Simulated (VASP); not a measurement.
# Li (P1) in VASP: notebook

The runs below take Li through single point, with PBE.

All numbers are computed with VASP 6.6.1; they aren't measurements. Logs are shortened: lines on timing, memory, paths and dates and some standing lists are left out, and cuts for length are marked.

**1. The cell of the first run**

The typed cell holds 16 atoms: a = 7.313 Å, b = 7.313 Å, c = 7.313 Å, α = 90.00°, β = 90.00°, γ = 90.00°.

**2. Single point, PBE**

INCAR reads:

```
PREC = Accurate
ENCUT = 520
EDIFF = 1E-6
ISMEAR = -1
SIGMA = 0.16
LREAL = Auto
LASPH = T
NELM = 80
ALGO = Normal
ISIF = 2
LWAVE = F
LCHARG = T
GGA = PE
LELF = T
LVHAR = T
NBANDS = 38
```

KPOINTS reads:

```
regular mesh
0
Gamma
  2 2 2
```

POSCAR reads:

```
Li
1.0
    7.3128730000      0.0000000000      0.0000000000
    0.0000000000      7.3128730000      0.0000000000
    0.0000000000      0.0000000000      7.3128730000
Li
16
Direct
    0.2114627179     -0.0411055956     -0.1818847394
    0.5429329895      0.3378152472     -0.1135395077
    0.0913320934      0.4384049880     -0.1852760194
    0.1515136390      0.0059620890      0.4217357528
    0.4180162844      0.1455378755      0.1621934362
    0.6276192681      0.9311661778     -0.0943268125
    0.6114696645     -0.0345281533      0.3803840160
    0.9818712837      0.1138676960      0.0930140589
    0.1264619254      0.3840351118      0.3347795046
    0.4049981451      0.6067929800      0.0829496150
    0.4094697118      0.2698939254      0.4944021317
    0.6914655840      0.4160745031      0.2650394722
    0.8634226247      0.6684240243      0.0520725575
    0.8675933522      0.2190110508      0.5856795270
    0.5353846566      0.6463807043      0.5534486925
    0.9434322188      0.6687658872      0.5681624718
```

Potentials or basis: VASP PAW PBE potentials, release 64 (Li_sv).

Started as:

```bash
$ cat potpaw_PBE.64/Li_sv/POTCAR > POTCAR
$ mpirun -np 1 vasp_std > vasp.out
```

OUTCAR:

```text
PREC = Accurate
   ENCUT = 520
   EDIFF = 1E-6
   ISMEAR = -1
   LREAL = Auto
   LASPH = T
   NELM = 80
   ISIF = 2
   GGA = PE

 ion  position               nearest neighbor table
   1  0.211  0.959  0.818-
   2  0.543  0.338  0.886-
   3  0.091  0.438  0.815-
   4  0.152  0.006  0.422-
   5  0.418  0.146  0.162-   7 2.51  11 2.59
   6  0.628  0.931  0.906-
   7  0.611  0.965  0.380-   5 2.51
   8  0.982  0.114  0.093-
   9  0.126  0.384  0.335-  11 2.52
  10  0.405  0.607  0.083-
  11  0.409  0.270  0.494-   9 2.52   5 2.59
  12  0.691  0.416  0.265-
  13  0.863  0.668  0.052-
  14  0.868  0.219  0.586-
  15  0.535  0.646  0.553-
  16  0.943  0.669  0.568-

  LATTYP: Found a simple cubic cell.
 ALAT       =     7.3128730000

  Lattice vectors:

 A1 = (   7.3128730000,   0.0000000000,   0.0000000000)
 A2 = (   0.0000000000,   7.3128730000,   0.0000000000)
 A3 = (   0.0000000000,   0.0000000000,   7.3128730000)

Analysis of symmetry for initial positions (statically):
=====================================================================
 Subroutine PRICEL returns:
 Original cell was already a primitive cell.

 Routine SETGRP: Setting up the symmetry group for a
 simple cubic supercell.

 Subroutine GETGRP returns: Found  1 space group operations
 (whereof  1 operations were pure point group operations)
 out of a pool of 48 trial point group operations.

The static configuration has the point symmetry C_1 .

Analysis of symmetry for dynamics (positions and initial velocities):
=====================================================================
 Subroutine PRICEL returns:
 Original cell was already a primitive cell.

 Routine SETGRP: Setting up the symmetry group for a
 simple cubic supercell.

 Subroutine GETGRP returns: Found  1 space group operations
 (whereof  1 operations were pure point group operations)
 out of a pool of 48 trial point group operations.

The dynamic configuration has the point symmetry C_1 .

 Subroutine INISYM returns: Found  1 space group operations
[... 103 lines left out ...]
   LNONCOLLINEAR =      F non collinear calculations
   LSORBIT =      F    spin-orbit coupling
   LASPH  =      T    aspherical Exc in radial PAW
   ENCUT  =  520.0 eV  38.22 Ry    6.18 a.u.  13.60 13.60 13.60*2*pi/ulx,y,z
   NELM   =     80;   NELMIN=  2; NELMDL= -5     # of ELM steps
   EDIFF  = 0.1E-05   stopping-criterion for ELM
   LREAL  =      T    real-space projection
   EDIFFG = 0.1E-04   stopping-criterion for IOM
   NSW    =      0    number of steps for IOM
   IBRION =     -1    ionic relax: 0-MD 1-quasi-New 2-CG
   NFREE  =      0    steps in history (QN), initial steepest desc. (CG)
   ISIF   =      2    stress and relaxation
   ISYM   =      2    0-nonsym 1-usesym 2-fastsym
   POTIM  = 0.5000    time-step for ionic-motion
   TEBEG  =    0.0;   TEEND  =   0.0 temperature during run
   PSTRESS=    0.0 pullay stress
   NELECT =      48.0000    total number of electrons
   NUPDOWN=      -1.0000    fix difference up-down
   EMIN   =  10.00;   EMAX   =-10.00  energy-range for DOS
   EFERMI =   0.00;   METHOD = LEGACY
   ISMEAR =    -1;   SIGMA  =   0.16  broadening in eV -4-tet -1-fermi 0-gaus
   EFERMI_NEDOS =   21; number of points for ismear=-14 and -15
   IALGO  =     38    algorithm
   IMIX   =      4    mixing-type and parameters
     AMIX     =   0.40;   BMIX     =  1.00
     AMIX_MAG =   1.60;   BMIX_MAG =  1.00
  volume/ion in A,a.u.               =      24.44       164.95
  Fermi-wavevector in a.u.,A,eV,Ry     =   0.813581  1.537444  9.005877  0.661913
  Thomas-Fermi vector in A             =   1.923332
   LORBIT       =      0    0 simple, 1 ext, 2 COOP (PROOUT), +10 PAW based schemes
   GGA     = PE    functional components
   LHFCALC =     F    Hartree Fock is set to
   AEXX    =    0.0000 exact exchange contribution
   IVDW    =     0    specifies the selected vdW correction
   LEPSILON=     F    determine dielectric tensor
   LRPA    =     F    only Hartree local field effects (RPA)
 non-spin polarized calculation
  energy-cutoff  :      520.00
  volume of cell :      391.08
 maximum number of plane-waves:     10568
   NGX = 27   NGY = 27   NGZ = 27

 number of electron      47.9999999 magnetization

 Free energy of the ion-electron system (eV)
  ---------------------------------------------------
  ext. energy  EPLUGINS =         0.00000000
  ---------------------------------------------------
  free energy    TOTEN  =       -28.27692790 eV

  energy without entropy =      -27.51370003  energy(sigma->0) =      -27.89531397

 E-fermi :  -0.0233     XC(G=0):  -6.5642

 val. band max:       -0.0405479848   @ k =   0.5000   0.0000   0.5000
 cond. band min:       0.0117494504   @ k =   0.5000   0.0000   0.5000
 fundamental gap:      0.0522974352
 Fermi energy:        -0.0232864162

 k-point     1 :       0.0000    0.0000    0.0000
  band No.  band energies     occupation
      1     -47.0866      2.00000
      2     -47.0751      2.00000
      3     -47.0379      2.00000
      4     -47.0273      2.00000
      5     -46.9876      2.00000
      6     -46.9464      2.00000
[... 301 lines left out ...]
     35       2.7021      0.00000
     36       2.8712      0.00000
 [bands above 36 left out]

------------------------ aborting loop because EDIFF is reached ----------------------------------------

  FORCE on cell =-STRESS in cart. coord.  units (eV):
  Direction    XX          YY          ZZ          XY          YZ          ZX
  --------------------------------------------------------------------------------------
  -------------------------------------------------------------------------------------
  Total       -2.9794196     -1.0851870     -1.4346918     -0.6097242     -0.7470301      0.5692636
  in kB      -12.2061346     -4.4458116     -5.8776688     -2.4979280     -3.0604451      2.3321686
  external PRESSURE =      -7.5098717 kB  Pullay stress =       0.0000000 kB

 VOLUME and BASIS-vectors are now :
 -----------------------------------------------------------------------------
  energy-cutoff  :      520.00
  volume of cell :      391.08
      direct lattice vectors                 reciprocal lattice vectors
     7.312873000  0.000000000  0.000000000     0.136745162  0.000000000  0.000000000
     0.000000000  7.312873000  0.000000000     0.000000000  0.136745162  0.000000000
     0.000000000  0.000000000  7.312873000     0.000000000  0.000000000  0.136745162

 POSITION                                       TOTAL-FORCE (eV/Angst)
 -----------------------------------------------------------------------------------
      1.54640      7.01227      5.98277         0.133549     -0.044742     -0.088770
      3.97040      2.47040      6.48257         0.357901     -0.009726     -0.466276
      0.66790      3.20600      5.95797         0.426697     -0.299034      0.196251
      1.10800      0.04360      3.08410         0.052184     -0.501612     -0.046466
      3.05690      1.06430      1.18610        -0.461198      0.042275     -0.418202
      4.58970      6.80950      6.62307         0.086436      0.046593     -0.328461
[... 8 lines left out ...]
      3.91520      4.72690      4.04730        -0.320160     -0.134748      0.271977
      6.89920      4.89060      4.15490        -0.191253      0.229701     -0.137889
 -----------------------------------------------------------------------------------
    total drift:                               -0.006653      0.001551      0.005336

  FREE ENERGIE OF THE ION-ELECTRON SYSTEM (eV)
  ---------------------------------------------------
  free  energy   TOTEN  =       -28.2769278997 eV

  energy  without entropy=      -27.5137000311  energy(sigma->0) =      -27.89531397
```

OSZICAR:

```text
N       E                     dE             d eps       ncg     rms          rms(c)
DAV:   1     0.270070396894E+03    0.27007E+03   -0.21560E+04   624   0.123E+03
DAV:   2     0.461946519636E+02   -0.22388E+03   -0.20861E+03   616   0.329E+02
DAV:   3    -0.112002389130E+02   -0.57395E+02   -0.55467E+02  1134   0.828E+01
DAV:   4    -0.254773923780E+02   -0.14277E+02   -0.14028E+02  1032   0.674E+01
DAV:   5    -0.292435973006E+02   -0.37662E+01   -0.37631E+01  1090   0.214E+01    0.298E+00
DAV:   6    -0.283164370082E+02    0.92716E+00   -0.20842E+00   832   0.696E+00    0.108E+00
DAV:   7    -0.282774060111E+02    0.39031E-01   -0.49251E-01   984   0.203E+00    0.357E-01
DAV:   8    -0.282783449813E+02   -0.93897E-03   -0.79904E-02   880   0.835E-01    0.199E-01
DAV:   9    -0.282772003050E+02    0.11447E-02   -0.13222E-02   792   0.316E-01    0.105E-01
DAV:  10    -0.282769332570E+02    0.26705E-03   -0.31403E-03   880   0.151E-01    0.342E-02
DAV:  11    -0.282769389411E+02   -0.56841E-05   -0.39333E-04  1000   0.521E-02    0.165E-02
DAV:  12    -0.282769301102E+02    0.88309E-05   -0.27427E-05   824   0.161E-02    0.497E-03
DAV:  13    -0.282769284477E+02    0.16625E-05   -0.46936E-06   664   0.714E-03    0.129E-03
DAV:  14    -0.282769278997E+02    0.54791E-06   -0.33061E-07   456   0.344E-03
   1 F= -.28276928E+02 E0= -.27895314E+02  d E =-.763228E+00
```

It took 100 s on 1 thread of Intel Xeon Platinum 8488C (Sapphire Rapids), shared host; peak memory 0.37 GiB.

What came out:

```
Free energy            : -28.2769 eV
Largest force          : 0.774 eV/Å
Band gap on the k mesh : zero (bands 24 and 25 overlap by 0.68 eV)
```

Forces in eV/Å, atoms in the order of the input:
```
Li   0.134 -0.045 -0.089
Li   0.358 -0.010 -0.466
Li   0.427 -0.299  0.196
Li   0.052 -0.502 -0.046
Li  -0.461  0.042 -0.418
Li   0.086  0.047 -0.328
Li   0.508 -0.178 -0.059
Li  -0.383  0.149 -0.042
Li  -0.148  0.451 -0.283
Li  -0.321  0.448  0.302
Li   0.161  0.065  0.755
Li   0.225 -0.274  0.126
Li   0.168  0.102  0.091
Li  -0.294 -0.090  0.129
Li  -0.320 -0.135  0.272
Li  -0.191  0.230 -0.138
```

Caveat: the k points lie up to 0.43 Å⁻¹ apart, too coarse for converged energies and pressures of a metal; the cutoff is under 1.25 times the usual one of these potentials, so pressure, stress and relaxed cells hold a basis-set (Pulay) error; the atoms stand as in a frame of molecular dynamics.

**3. Single point, PBE**

INCAR reads:

```
  PREC = Accurate
  ENCUT = 520
  EDIFF = 1E-7
  ISMEAR = -1
  SIGMA = 0.16
  LREAL = Auto
  LASPH = T
  NELM = 60
  ALGO = Normal
  ISIF = 2
  LWAVE = F
  LCHARG = F
  GGA = PE
  NBANDS = 38
```

KPOINTS reads:

```
Automatic mesh
0
Gamma
  2 2 2
```

POSCAR reads:

```
Li
1.0
    7.3128730000      0.0000000000      0.0000000000
    0.0000000000      7.3128730000      0.0000000000
    0.0000000000      0.0000000000      7.3128730000
Li
16
Direct
    0.1696870710     -0.1379348445     -0.1632463739
    0.5985062232      0.3483582991     -0.1480676610
    0.1901304727      0.4103859044     -0.1664735597
    0.1702477262     -0.1567920023      0.4029332931
    0.3781687443      0.1305232567      0.1326154577
    0.6084749455      0.8921527832     -0.1463309974
    0.6285354607     -0.0579252504      0.3724117730
    0.9344617362      0.1923457443      0.0492692817
    0.1601149097      0.3807395534      0.3653967463
    0.4227203180      0.5914364984      0.0752098389
    0.3576432956      0.1535784910      0.5774884919
    0.6515906949      0.3647130205      0.3334257275
    0.8921117596      0.6543255982      0.0804198295
    0.9672258769      0.1509803329      0.6473926185
    0.4104132535      0.5951559667      0.5662070160
    0.8170523404      0.5846265893      0.6275372210
```

Potentials or basis: VASP PAW PBE potentials, release 64 (Li_sv).

Started as:

```bash
$ cat potpaw_PBE.64/Li_sv/POTCAR > POTCAR
$ mpirun -np 1 vasp_std > vasp.out
```

Run time: 96 s. Hardware: 1 thread of Intel Xeon Platinum 8488C (Sapphire Rapids), shared host; peak memory 0.38 GiB.

It converged, with:

```
Free energy            : -29.4339 eV
Largest force          : 0.487 eV/Å
Band gap on the k mesh : zero (bands 24 and 25 overlap by 0.78 eV)
```

Forces in eV/Å, atoms in the order of the input:
```
Li   0.090 -0.039  0.023
Li   0.167 -0.192 -0.087
Li  -0.159  0.084  0.011
Li  -0.195  0.070 -0.246
Li  -0.185  0.002 -0.193
Li   0.043  0.088 -0.116
Li   0.202 -0.260  0.006
Li  -0.085 -0.178  0.207
Li  -0.258  0.192 -0.231
Li  -0.064  0.269  0.364
Li   0.318 -0.073  0.231
Li   0.037 -0.053 -0.010
Li  -0.027 -0.129  0.069
Li  -0.429 -0.047 -0.226
Li   0.160  0.129  0.168
Li   0.385  0.136  0.030
```

Levels at points of the mesh, in eV from the Fermi level:
| k point | band 20 | band 21 | band 22 | band 23 | band 24 | band 25 | band 26 | band 27 |
| --- | --- | --- | --- | --- | --- | --- | --- | --- |
| (0.00, 0.00, 0.00) | -0.96 | -0.93 | -0.85 | -0.84 | 0.43 | 0.46 | 0.49 | 0.50 |
| (0.50, 0.00, 0.00) | -0.57 | -0.54 | -0.49 | -0.35 | -0.32 | -0.27 | -0.25 | 0.96 |
| (0.00, 0.50, 0.00) | -0.61 | -0.50 | -0.47 | -0.40 | -0.39 | -0.23 | -0.20 | 0.98 |
| (0.00, 0.00, 0.50) | -0.52 | -0.50 | -0.44 | -0.40 | -0.36 | -0.35 | -0.27 | 1.04 |
| (0.50, 0.50, 0.00) | -1.86 | -0.20 | -0.15 | -0.04 | 0.03 | 0.18 | 0.31 | 0.43 |
| (0.00, 0.50, 0.50) | -1.91 | -0.14 | -0.07 | 0.06 | 0.08 | 0.16 | 0.22 | 0.30 |
| (0.50, 0.00, 0.50) | -1.88 | -0.19 | -0.11 | 0.00 | 0.09 | 0.13 | 0.22 | 0.32 |
| (0.50, 0.50, 0.50) | -1.55 | -1.44 | -1.41 | -1.37 | -1.19 | 1.86 | 1.97 | 2.05 |

Caveat: the k points lie up to 0.43 Å⁻¹ apart, too coarse for converged energies and pressures of a metal; the cutoff is under 1.25 times the usual one of these potentials, so pressure, stress and relaxed cells hold a basis-set (Pulay) error; the atoms stand as in a frame of molecular dynamics.
